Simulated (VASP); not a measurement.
# SiC (P6_3mc) in VASP: notebook, part 2 of 2

VASP 6.6.1. Earlier steps stand in the parts before.

### 3 Single point, LDA

This run uses another cell than the first one, of 10.11 Å³/atom, 1.021 times its volume.

The input, INCAR:

```
SYSTEM = SiC
  PREC = Accurate
  ENCUT = 520
  EDIFF = 1E-7
  ISMEAR = -1
  SIGMA = 0.05
  LREAL = .FALSE.
  LASPH = .TRUE.
  NELM = 80
  ALGO = Normal
  ISIF = 2
  LWAVE = .FALSE.
  LCHARG = .FALSE.
  GGA = CA
  NBANDS = 26
```

The input, KPOINTS:

```
regular mesh
0
G
  10 10 3
  0 0 0
```

The input, POSCAR:

```
SiC
1.0
    3.0550512851      0.0000000000      0.0000000000
   -1.5275256425      2.6457520228      0.0000000000
    0.0000000000      0.0000000000     10.0030562121
Si C
4 4
Direct
    0.0000000000      0.0000000000      0.1878943800
    0.0000000000      0.0000000000      0.6878943800
    0.3333333333      0.6666666667      0.4378419800
    0.6666666667      0.3333333333      0.9378419800
    0.0000000000      0.0000000000      0.0004600500
    0.0000000000      0.0000000000      0.5004600500
    0.3333333333      0.6666666667      0.2498025900
    0.6666666667      0.3333333333      0.7498025900
```

Potentials or basis: VASP PAW LDA potentials, release 64 (Si, C).

Command:

```
> cat potpaw_LDA.64/Si/POTCAR potpaw_LDA.64/C/POTCAR > POTCAR
> mpirun -np 1 vasp_std > vasp.out
```

Wall time 19 s (1 thread of Intel Xeon 6975P-C (Granite Rapids), shared host); peak memory 0.19 GiB.

It converged, with:

* Free energy: -66.5790 eV
* Pressure: 1.1 GPa
* Largest force: 0.004 eV/Å
* Band gap on the k mesh: 2.17 eV, indirect (least direct gap 3.30 eV)

Forces in eV/Å, atoms in the order of the input:
```
Si   0.000  0.000 -0.001
Si   0.000  0.000 -0.001
Si   0.000  0.000 -0.002
Si   0.000  0.000 -0.002
C    0.000  0.000 -0.001
C    0.000  0.000 -0.001
C    0.000  0.000  0.004
C    0.000  0.000  0.004
```

Stress tensor (GPa, compression positive):
```
1.17 0.00 0.00
0.00 1.17 0.00
0.00 0.00 1.06
```

Levels at points of the mesh, in eV from the valence-band top:
```csv
k point,band 13,band 14,band 15,band 16,band 17,band 18,band 19,band 20
"(0.00, 0.00, 0.00)",-0.59,-0.05,0.00,0.00,5.25,5.82,6.46,6.59
"(0.50, 0.00, 0.00)",-2.40,-2.24,-1.60,-1.13,2.17,2.30,4.19,4.79
```

A k mesh can miss the band edges. Expect the measured gap to be larger: semilocal functionals such as LDA lack the derivative discontinuity.

### 4 Single point, revPBE

This run uses another cell than the first one, of 10.31 Å³/atom, 1.042 times its volume.

The input, INCAR:

```
PREC = Accurate ; ENCUT = 520
EDIFF = 1E-6 ; ISMEAR = -1
SIGMA = 0.05 ; LREAL = False
LASPH = True ; NELM = 100
ALGO = Normal ; ISIF = 2
LWAVE = False ; LCHARG = False
GGA = RE ; NBANDS = 26
```

The input, KPOINTS:

```
Automatic mesh
0
Gamma
  10 10 3
```

POSCAR: that of step 3 with these lines changed.

```diff
@@ -2,5 +2,5 @@
 1.0
-    3.0550512851      0.0000000000      0.0000000000
-   -1.5275256425      2.6457520228      0.0000000000
-    0.0000000000      0.0000000000     10.0030562121
+    3.0756941497      0.0000000000      0.0000000000
+   -1.5378470748      2.6636292679      0.0000000000
+    0.0000000000      0.0000000000     10.0706464800
 Si C
```

Potentials or basis: VASP PAW PBE potentials, release 64 (Si, C).

Command:

```
> cat potpaw_PBE.64/Si/POTCAR potpaw_PBE.64/C/POTCAR > POTCAR
> mpirun -np 1 vasp_std > vasp.out
```

It took 21 s on 1 thread of Intel Xeon 6975P-C (Granite Rapids), shared host; peak memory 0.21 GiB.

Results (log left out):

* Free energy: -57.7673 eV
* Pressure: 6.0 GPa
* Largest force: 0.009 eV/Å
* Band gap on the k mesh: 2.23 eV, indirect (least direct gap 3.35 eV)

Forces in eV/Å, atoms in the order of the input:
```
Si   0.000  0.000  0.006
Si   0.000  0.000  0.006
Si   0.000  0.000 -0.009
Si   0.000  0.000 -0.009
C    0.000  0.000 -0.004
C    0.000  0.000 -0.004
C    0.000  0.000  0.007
C    0.000  0.000  0.007
```

Stress tensor (GPa, compression positive):
```
6.04 0.00 0.00
0.00 6.04 0.00
0.00 0.00 5.85
```

Levels at points of the mesh, in eV from the valence-band top:
```tsv
k point	band 12	band 13	band 14	band 15	band 16	band 17	band 18	band 19	band 20	band 21
(0.00, 0.00, 0.00)	-0.58	-0.58	-0.05	0.00	0.00	5.14	5.72	6.33	6.37	7.02
(0.50, 0.00, 0.00)	-2.39	-2.36	-2.22	-1.57	-1.12	2.23	2.37	4.26	4.79	5.34
```

Caveat: the PAW data sets were made with another functional, which shifts forces and pressure a little. revPBE gaps usually lie below the measured ones, often by a third to a half.

### 5 Single point, LDA

This run uses another cell than the first one, of 10.31 Å³/atom, 1.042 times its volume.

The input, INCAR:

```
PREC = Accurate ; ENCUT = 520
EDIFF = 1E-6 ; ISMEAR = -1
SIGMA = 0.05 ; LREAL = F
LASPH = T ; NELM = 60
ALGO = Normal ; ISIF = 2
LWAVE = F ; LCHARG = F
GGA = CA ; NBANDS = 26
```

KPOINTS is that of step 4.

POSCAR is that of step 4.

Potentials or basis: VASP PAW LDA potentials, release 64 (Si, C).

Command:

```
> cat potpaw_LDA.64/Si/POTCAR potpaw_LDA.64/C/POTCAR > POTCAR
> mpirun -np 1 vasp_std > vasp.out
```

It took 18 s on 1 thread of Intel Xeon 6975P-C (Granite Rapids), shared host; peak memory 0.19 GiB.

It converged, with:

```
Free energy            : -66.5676 eV
Pressure               : -3.4 GPa
Largest force          : 0.005 eV/Å
Band gap on the k mesh : 2.17 eV, indirect (least direct gap 3.29 eV)
```

Forces on the atoms (eV/Å):
```
Si   0.000  0.000 -0.003
Si   0.000  0.000 -0.003
Si   0.000  0.000  0.005
Si   0.000  0.000  0.005
C    0.000  0.000 -0.002
C    0.000  0.000 -0.002
C    0.000  0.000  0.001
C    0.000  0.000  0.001
```

Levels at points of the mesh, in eV from the valence-band top:
| k point | band 14 | band 15 | band 16 | band 17 | band 18 | band 19 |
| --- | --- | --- | --- | --- | --- | --- |
| (0.00, 0.00, 0.00) | -0.05 | 0.00 | 0.00 | 5.07 | 5.65 | 6.28 |
| (0.50, 0.00, 0.00) | -2.22 | -1.58 | -1.12 | 2.17 | 2.28 | 4.13 |

A k mesh can miss the band edges.

### 6 The runs side by side

| level | potentials or basis | cell | gap on the mesh (eV) | pressure (GPa) | largest force (eV/Å) |
| --- | --- | --- | --- | --- | --- |
| LDA | VASP PAW LDA potentials, release 64 (Si, C) | a = 3.034, b = 3.034, c = 9.935 Å, angles 90.0, 90.0, 120.0°, 8 atoms | 2.18 | 6.1 | 0.01 |
| LDA | VASP PAW LDA potentials, release 64 (Si, C) | a = 3.055, b = 3.055, c = 10.003 Å, angles 90.0, 90.0, 120.0°, 8 atoms | 2.17 | 1.1 | - |
| revPBE | VASP PAW PBE potentials, release 64 (Si, C) | a = 3.076, b = 3.076, c = 10.071 Å, angles 90.0, 90.0, 120.0°, 8 atoms | 2.23 | 6.0 | 0.01 |
| LDA | VASP PAW LDA potentials, release 64 (Si, C) | a = 3.076, b = 3.076, c = 10.071 Å, angles 90.0, 90.0, 120.0°, 8 atoms | 2.17 | -3.4 | - |

Alike in all rows: task single point; no spin polarisation; k mesh 10 × 10 × 3; cutoff (eV) 520; smearing fermi-dirac 0.05 eV.

Caveats: the PAW data sets were made with another functional, which shifts forces and pressure a little (some runs).

Total energies depend on the potentials used, so only differences within one code and one set of settings carry meaning.
